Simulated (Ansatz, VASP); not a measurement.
# Two plane-wave programs on Mg2CdN2

```
Mg Cd N
1.0
     3.73308    0.00000    0.00000
    -1.86654    3.23294    0.00000
     0.00000    0.00000    6.28732
Mg Cd N
2 1 2
Cartesian
  1.8665 1.0776 0.9647
  0.0000 2.1553 5.3226
  0.0000 0.0000 3.1437
  1.8665 1.0776 4.8553
  0.0000 2.1553 1.4321
```

Alike in both runs: task single point; functional PBE; k mesh 3 × 3 × 1; occupations gaussian, width 0.1 eV; no spin polarisation; Hubbard terms Cd d U = 0.63 eV.

|  | VASP | Ansatz |
| --- | --- | --- |
| version | VASP 6.6.1 | Ansatz 0.2.0 |
| potentials or method | VASP PAW PBE potentials, release 64 (Mg, Cd, N), cutoff 600 eV | scalar-relativistic, plane waves, PAW |
| valence electrons in the cell | 26 | 50 |

|  | VASP | Ansatz | Ansatz less VASP |
| --- | --- | --- | --- |
| gap on the k mesh at the Fermi level (eV) | none | none | - |
| pressure (GPa) | -10.8 | -10.5 | +0.26 |
| traceless stress, the component that is largest in VASP (GPa) | 0.63 | 0.61 | -0.027 |
| rms of the force components (eV/Å) | 0.144 | 0.137 | -0.0068 |

The programs project onto different local orbitals, so the same U acts differently, and such runs can settle in different states. Atom by atom the forces differ by 0.009 eV/Å (rms over components). A gap of «none» marks a metal or a gap that the smearing closes. VASP's potentials hold 26 valence electrons a cell and Ansatz's 50, so a difference there can come from the potentials and not from the codes. Ansatz's warnings: filled band counts differ across k points.

The k mesh is coarse, so the values compare programs but aren't converged.
